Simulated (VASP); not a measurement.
# Pb (Im-3m) in VASP: further runs

Runs on Pb. Level: PBE. Tasks: single point.

Program: VASP 6.6.1. These are calculated values, not measurements. Logs are shortened: lines on timing, memory, paths and dates and some standing lists are left out, and cuts for length are marked.

**1. The cell of the first run**

Symmetry: Im-3m, No. 229, cubic system. Conventional cell: a = 3.393 Å, b = 3.393 Å, c = 3.393 Å, α = 90.00°, β = 90.00°, γ = 90.00°. Within 3.9 Å of Pb (site symmetry m-3m) lie 14 Pb at 2.94 to 3.39 Å.

This isn't the form of Pb at room conditions, which is fcc.

**2. Single point, PBE**

INCAR reads:

```
SYSTEM = Pb
PREC = Accurate ; ENCUT = 520
EDIFF = 1E-6 ; ISMEAR = -1
SIGMA = 0.05 ; LREAL = .False.
LASPH = .True. ; NELM = 100
ALGO = Normal ; ISIF = 2
LWAVE = .False. ; LCHARG = .False.
GGA = PE ; NBANDS = 13
```

KPOINTS reads:

```
regular mesh
0
Gamma
  16 16 16
  0 0 0
```

POSCAR reads:

```
Pb
1.0
   -1.6962802669      1.6962802669      1.6962802669
    1.6962802669     -1.6962802669      1.6962802669
    1.6962802669      1.6962802669     -1.6962802669
Pb
1
Direct
    0.0000000000      0.0000000000      0.0000000000
```

Potentials or basis: VASP PAW PBE potentials, release 64 (Pb_d).

Started as:

```bash
cat potpaw_PBE.64/Pb_d/POTCAR > POTCAR
mpirun -np 1 vasp_std > vasp.out
```

OUTCAR:

```text
SYSTEM = Pb
   PREC = Accurate
   ENCUT = 520
   EDIFF = 1E-6
   ISMEAR = -1
   LREAL = .False.
   LASPH = .True.
   NELM = 100
   ISIF = 2
   GGA = PE

 ion  position               nearest neighbor table
   1  0.000  0.000  0.000-

  LATTYP: Found a body centered cubic cell.
 ALAT       =     3.3925605338

  Lattice vectors:

 A1 = (  -1.6962802669,   1.6962802669,   1.6962802669)
 A2 = (   1.6962802669,  -1.6962802669,   1.6962802669)
 A3 = (   1.6962802669,   1.6962802669,  -1.6962802669)

Analysis of symmetry for initial positions (statically):
=====================================================================
 Subroutine PRICEL returns:
 Original cell was already a primitive cell.

 Routine SETGRP: Setting up the symmetry group for a
 body centered cubic supercell.

 Subroutine GETGRP returns: Found 48 space group operations
 (whereof 48 operations were pure point group operations)
 out of a pool of 48 trial point group operations.

The static configuration has the point symmetry O_h .

Analysis of symmetry for dynamics (positions and initial velocities):
=====================================================================
 Subroutine PRICEL returns:
 Original cell was already a primitive cell.

 Routine SETGRP: Setting up the symmetry group for a
 body centered cubic supercell.

 Subroutine GETGRP returns: Found 48 space group operations
 (whereof 48 operations were pure point group operations)
 out of a pool of 48 trial point group operations.

The dynamic configuration has the point symmetry O_h .

 Subroutine INISYM returns: Found 48 space group operations
 (whereof 48 operations are pure point group operations),
 and found     1 'primitive' translations

----------------------------------------------------------------------------------------

                                     Primitive cell

  volume of cell :      19.5233

  direct lattice vectors                    reciprocal lattice vectors
    -1.696280267  1.696280267  1.696280267     0.000000000  0.294762611  0.294762611
     1.696280267 -1.696280267  1.696280267     0.294762611  0.000000000  0.294762611
     1.696280267  1.696280267 -1.696280267     0.294762611  0.294762611  0.000000000

  length of vectors
     2.938043606  2.938043606  2.938043606     0.416857282  0.416857282  0.416857282

  position of ions in fractional coordinates (direct lattice)
     0.000000000  0.000000000  0.000000000

  ion indices of the primitive-cell ions
   primitive index   ion index
                 1           1

----------------------------------------------------------------------------------------

 KPOINTS: regular mesh

Automatic generation of k-mesh.
 Grid dimensions read from file:
 generate k-points for:   16   16   16

 Generating k-lattice:

  Cartesian coordinates                     Fractional coordinates (reciprocal lattice)
     0.000000000  0.018422663  0.018422663     0.062500000  0.000000000  0.000000000
     0.018422663  0.000000000  0.018422663     0.000000000  0.062500000  0.000000000
     0.018422663  0.018422663  0.000000000     0.000000000  0.000000000  0.062500000

  Length of vectors
     0.026053580  0.026053580  0.026053580

  Shift w.r.t. Gamma in fractional coordinates (k-lattice)
     0.000000000  0.000000000  0.000000000

 Subroutine IBZKPT returns following result:
 ===========================================

 Found    145 irreducible k-points:

 Following reciprocal coordinates:
            Coordinates               Weight
  0.000000  0.000000  0.000000      1.000000
  0.062500  0.000000  0.000000     12.000000
  0.125000  0.000000  0.000000     12.000000
  0.187500  0.000000  0.000000     12.000000
  0.250000  0.000000  0.000000     12.000000
  0.312500  0.000000  0.000000     12.000000
[... 16 lines left out ...]
  0.187500  0.187500  0.000000     24.000000
  0.250000  0.187500  0.000000     48.000000
 [... further k-points ...]
   k-points           NKPTS =    145   k-points in BZ     NKDIM =    145   number of bands    NBANDS=     13
   number of dos      NEDOS =    301   number of ions     NIONS =      1
   total plane-waves  NPLWV =  13824
   dimension x,y,z NGX =    24 NGY =   24 NGZ =   24
   dimension x,y,z NGXF=    48 NGYF=   48 NGZF=   48
   ions per type =               1
   NGX,Y,Z   is equivalent  to a cutoff of  13.58, 13.58, 13.58 a.u.
   NGXF,Y,Z  is equivalent  to a cutoff of  27.16, 27.16, 27.16 a.u.
 SYSTEM =  Pb
   PREC   = accura    normal or accurate (medium, high low for compatibility)
   ISTART =      0    job   : 0-new  1-cont  2-samecut
   ICHARG =      2    charge: 1-file 2-atom 10-const
   ISPIN  =      1    spin polarized calculation?
   LNONCOLLINEAR =      F non collinear calculations
   LSORBIT =      F    spin-orbit coupling
   LASPH  =      T    aspherical Exc in radial PAW
   ENCUT  =  520.0 eV  38.22 Ry    6.18 a.u.   5.46  5.46  5.46*2*pi/ulx,y,z
   NELM   =    100;   NELMIN=  2; NELMDL= -5     # of ELM steps
   EDIFF  = 0.1E-05   stopping-criterion for ELM
   LREAL  =      F    real-space projection
   EDIFFG = 0.1E-04   stopping-criterion for IOM
   NSW    =      0    number of steps for IOM
   IBRION =     -1    ionic relax: 0-MD 1-quasi-New 2-CG
   NFREE  =      0    steps in history (QN), initial steepest desc. (CG)
   ISIF   =      2    stress and relaxation
   ISYM   =      2    0-nonsym 1-usesym 2-fastsym
   POTIM  = 0.5000    time-step for ionic-motion
   TEBEG  =    0.0;   TEEND  =   0.0 temperature during run
   PSTRESS=    0.0 pullay stress
   NELECT =      14.0000    total number of electrons
   NUPDOWN=      -1.0000    fix difference up-down
   EMIN   =  10.00;   EMAX   =-10.00  energy-range for DOS
   EFERMI =   0.00;   METHOD = LEGACY
   ISMEAR =    -1;   SIGMA  =   0.05  broadening in eV -4-tet -1-fermi 0-gaus
   EFERMI_NEDOS =   21; number of points for ismear=-14 and -15
   IALGO  =     38    algorithm
   IMIX   =      4    mixing-type and parameters
     AMIX     =   0.40;   BMIX     =  1.00
     AMIX_MAG =   1.60;   BMIX_MAG =  1.00
  volume/ion in A,a.u.               =      19.52       131.75
  Fermi-wavevector in a.u.,A,eV,Ry     =   1.465323  2.769058 29.214024  2.147170
  Thomas-Fermi vector in A             =   2.581193
   LORBIT       =      0    0 simple, 1 ext, 2 COOP (PROOUT), +10 PAW based schemes
   GGA     = PE    functional components
   LHFCALC =     F    Hartree Fock is set to
   AEXX    =    0.0000 exact exchange contribution
   IVDW    =     0    specifies the selected vdW correction
   LEPSILON=     F    determine dielectric tensor
   LRPA    =     F    only Hartree local field effects (RPA)
 non-spin polarized calculation
  energy-cutoff  :      520.00
  volume of cell :       19.52
 maximum number of plane-waves:       543
 NGX is ok and might be reduce to    24
   NGX = 11   NGY = 11   NGZ = 11

 number of electron      14.0000002 magnetization

 Free energy of the ion-electron system (eV)
  ---------------------------------------------------
  ext. energy  EPLUGINS =         0.00000000
  ---------------------------------------------------
  free energy    TOTEN  =        -2.00081808 eV

  energy without entropy =       -1.99628661  energy(sigma->0) =       -1.99855234

 E-fermi :  13.5917     XC(G=0): -12.4980

 val. band max:       13.5716564037   @ k =   0.5000   0.5000   0.4375
 cond. band min:      13.6060309259   @ k =  -0.3125   0.3125   0.1250
 fundamental gap:      0.0343745222
 Fermi energy:        13.5917482993

 k-point     1 :       0.0000    0.0000    0.0000
  band No.  band energies     occupation
      1      -4.5360      2.00000
      2      -4.5360      2.00000
      3      -4.5360      2.00000
      4      -3.7830      2.00000
      5      -3.7830      2.00000
      6      -2.1996      2.00000
      7      24.7920      0.00000
      8      24.7920      0.00000
      9      24.7920      0.00000
     10      26.0612      0.00000
     11      26.0612      0.00000
     12      26.0612      0.00000
     13      30.4319      0.00000

 k-point     2 :       0.0625    0.0000    0.0000
  band No.  band energies     occupation
      1      -4.5486      2.00000
      2      -4.5273      2.00000
      3      -4.4931      2.00000
      4      -3.7971      2.00000
      5      -3.7832      2.00000
      6      -2.0781      2.00000
      7      24.0899      0.00000
      8      24.6714      0.00000
      9      24.8080      0.00000
     10      25.2223      0.00000
     11      25.5215      0.00000
     12      25.7517      0.00000
     13      30.8589      0.00000

 k-point     3 :       0.1250    0.0000    0.0000
  band No.  band energies     occupation
      1      -4.5843      2.00000
      2      -4.5125      2.00000
      3      -4.3691      2.00000
      4      -3.8340      2.00000
      5      -3.7833      2.00000
      6      -1.7048      2.00000
      7      21.5820      0.00000
      8      23.8427      0.00000
      9      24.2901      0.00000
     10      24.8286      0.00000
     11      24.8512      0.00000
     12      25.8594      0.00000
     13      31.2241      0.00000

 k-point     4 :       0.1875    0.0000    0.0000
  band No.  band energies     occupation
      1      -4.6372      2.00000
      2      -4.5175      2.00000
      3      -4.1785      2.00000
      4      -3.8742      2.00000
      5      -3.7830      2.00000
      6      -1.0658      2.00000
      7      18.7241      0.00000
      8      22.6963      0.00000
      9      22.8553      0.00000
     10      24.5997      0.00000
     11      24.9098      0.00000
     12      26.5210      0.00000
     13      31.1987      0.00000

 k-point     5 :       0.2500    0.0000    0.0000
  band No.  band energies     occupation
      1      -4.6990      2.00000
      2      -4.5630      2.00000
      3      -3.9453      2.00000
      4      -3.8928      2.00000
      5      -3.7820      2.00000
      6      -0.1566      2.00000
      7      15.9003      0.00000
      8      21.4659      0.00000
      9      21.6306      0.00000
     10      24.4493      0.00000
     11      24.9707      0.00000
     12      27.4972      0.00000
     13      30.9464      0.00000

 k-point     6 :       0.3125    0.0000    0.0000
  band No.  band energies     occupation
      1      -4.7601      2.00000
      2      -4.6421      2.00000
      3      -3.8835      2.00000
      4      -3.7803      2.00000
      5      -3.7019      2.00000
      6       1.0169      2.00000
      7      13.2035      1.99915
      8      20.2587      0.00000
      9      20.7511      0.00000
     10      24.3752      0.00000
     11      25.0239      0.00000
     12      28.7160      0.00000
     13      30.6145      0.00000

 k-point     7 :       0.3750    0.0000    0.0000
  band No.  band energies     occupation
      1      -4.8115      2.00000
      2      -4.7263      2.00000
      3      -3.8607      2.00000
      4      -3.7782      2.00000
      5      -3.4869      2.00000
      6       2.4396      2.00000
      7      10.6800      2.00000
      8      19.3262      0.00000
      9      20.1009      0.00000
     10      24.3570      0.00000
     11      25.0640      0.00000
     12      30.0982      0.00000
     13      30.2984      0.00000
[... 193 lines left out ...]
 k-point    20 :       0.3125    0.1250   -0.0000
  band No.  band energies     occupation
      1      -4.7760      2.00000
      2      -4.6206      2.00000
      3      -3.8851      2.00000
      4      -3.8199      2.00000
      5      -3.5602      2.00000
      6       2.8187      2.00000
      7      10.9415      2.00000
      8      16.7697      0.00000
      9      19.7425      0.00000
     10      25.1758      0.00000
     11      27.5947      0.00000
     12      28.4719      0.00000
     13      32.0401      0.00000

 k-point    21 :       0.3750    0.1250    0.0000
  band No.  band energies     occupation
      1      -4.8077      2.00000
      2      -4.6666      2.00000
      3      -3.8569      2.00000
      4      -3.8217      2.00000
      5      -3.4398      2.00000
      6       4.3997      2.00000
      7       8.7450      2.00000
      8      16.3028      0.00000
      9      19.3492      0.00000
     10      25.1705      0.00000
     11      27.5484      0.00000
     12      29.0964      0.00000
     13      31.7684      0.00000

 k-point    22 :       0.4375    0.1250    0.0000
  band No.  band energies     occupation
      1      -4.8192      2.00000
      2      -4.6837      2.00000
      3      -3.8383      2.00000
      4      -3.8308      2.00000
      5      -3.3953      2.00000
      6       5.6031      2.00000
      7       7.3351      2.00000
      8      16.1425      0.00000
      9      19.2163      0.00000
     10      25.1709      0.00000
     11      27.5232      0.00000
     12      29.3633      0.00000
     13      31.6400      0.00000

 k-point    23 :       0.1875    0.1875    0.0000
  band No.  band energies     occupation
      1      -4.7113      2.00000
      2      -4.4999      2.00000
      3      -3.9258      2.00000
      4      -3.9074      2.00000
      5      -3.7299      2.00000
      6       1.2907      2.00000
      7      14.2252      0.00001
      8      16.5709      0.00000
      9      20.4607      0.00000
     10      25.5015      0.00000
     11      26.9140      0.00000
     12      29.4032      0.00000
     13      31.6749      0.00000

 k-point    24 :       0.2500    0.1875    0.0000
  band No.  band energies     occupation
      1      -4.7482      2.00000
      2      -4.4982      2.00000
      3      -3.9093      2.00000
      4      -3.8888      2.00000
      5      -3.6442      2.00000
      6       2.5654      2.00000
      7      12.2256      2.00000
      8      15.3105      0.00000
      9      19.8366      0.00000
     10      25.6265      0.00000
     11      27.3752      0.00000
     12      29.9824      0.00000
     13      32.4077      0.00000

 [... further k-points ...]
[... 5 lines left out ...]
  --------------------------------------------------------------------------------------
  -------------------------------------------------------------------------------------
  Total        7.7818122      7.7818122      7.7818122      0.0000000      0.0000000     -0.0000000
  in kB      638.6141092    638.6141092    638.6141092      0.0000000      0.0000000     -0.0000000
  external PRESSURE =     638.6141092 kB  Pullay stress =       0.0000000 kB

 VOLUME and BASIS-vectors are now :
 -----------------------------------------------------------------------------
  energy-cutoff  :      520.00
  volume of cell :       19.52
      direct lattice vectors                 reciprocal lattice vectors
    -1.696280267  1.696280267  1.696280267     0.000000000  0.294762611  0.294762611
     1.696280267 -1.696280267  1.696280267     0.294762611  0.000000000  0.294762611
     1.696280267  1.696280267 -1.696280267     0.294762611  0.294762611  0.000000000

 POSITION                                       TOTAL-FORCE (eV/Angst)
 -----------------------------------------------------------------------------------
      0.00000      0.00000      0.00000        -0.000000     -0.000000      0.000000
 -----------------------------------------------------------------------------------
    total drift:                                0.000000      0.000000     -0.000000

  FREE ENERGIE OF THE ION-ELECTRON SYSTEM (eV)
  ---------------------------------------------------
  free  energy   TOTEN  =        -2.0008180786 eV

  energy  without entropy=       -1.9962866087  energy(sigma->0) =       -1.99855234
```

Run time: 9.9 s. Hardware: 1 thread of Intel Xeon 6975P-C (Granite Rapids), shared host; peak memory 0.16 GiB.

What came out:

| Item | Value |
| --- | --- |
| Free energy | -2.0008 eV |
| Pressure | 63.9 GPa |
| Band gap on the k mesh | zero (bands 7 and 8 overlap by 14.53 eV) |

Levels at points of the mesh, in eV from the Fermi level:
| k point | band 5 | band 6 | band 7 | band 8 | band 9 | band 10 |
| --- | --- | --- | --- | --- | --- | --- |
| (0.00, 0.00, 0.00) | -17.37 | -15.79 | 11.20 | 11.20 | 11.20 | 12.47 |
| (0.50, 0.00, 0.00) | -16.88 | -8.18 | -6.77 | 4.94 | 5.98 | 10.78 |
| (0.50, 0.50, 0.50) | -17.00 | -2.63 | -1.14 | -1.14 | -1.14 | 5.36 |

Caveat: the cell stands under pressure; spin-orbit coupling is left out, which moves the levels of the heavy elements.

**3. Single point, PBE**

INCAR reads:

```
PREC = Accurate
ENCUT = 520
EDIFF = 1E-7
ISMEAR = -1
SIGMA = 0.05
LREAL = False
LASPH = True
NELM = 60
ALGO = Normal
ISIF = 2
LWAVE = False
LCHARG = False
GGA = PE
NBANDS = 13
```

KPOINTS reads:

```
Automatic mesh
0
Gamma
  16 16 16
```

POSCAR is that of step 2.

Potentials or basis: VASP PAW PBE potentials, release 64 (Pb_d).

Started as:

```bash
cat potpaw_PBE.64/Pb_d/POTCAR > POTCAR
mpirun -np 1 vasp_std > vasp.out
```

It took 11 s on 1 thread of Intel Xeon 6975P-C (Granite Rapids), shared host; peak memory 0.15 GiB.

It converged, with:

| Item | Value |
| --- | --- |
| Free energy | -2.0008 eV |
| Pressure | 63.9 GPa |
| Band gap on the k mesh | zero (bands 7 and 8 overlap by 14.53 eV) |

Levels at points of the mesh, in eV from the Fermi level:
| k point | band 3 | band 4 | band 5 | band 6 | band 7 | band 8 | band 9 | band 10 | band 11 | band 12 |
| --- | --- | --- | --- | --- | --- | --- | --- | --- | --- | --- |
| (0.00, 0.00, 0.00) | -18.13 | -17.37 | -17.37 | -15.79 | 11.20 | 11.20 | 11.20 | 12.47 | 12.47 | 12.47 |
| (0.50, 0.00, 0.00) | -17.42 | -17.37 | -16.88 | -8.18 | -6.77 | 4.94 | 5.98 | 10.78 | 11.50 | 16.40 |
| (0.50, 0.50, 0.50) | -17.00 | -17.00 | -17.00 | -2.63 | -1.14 | -1.14 | -1.14 | 5.36 | 5.36 | 17.99 |

Caveat: the cell stands under pressure; spin-orbit coupling is left out, which moves the levels of the heavy elements.
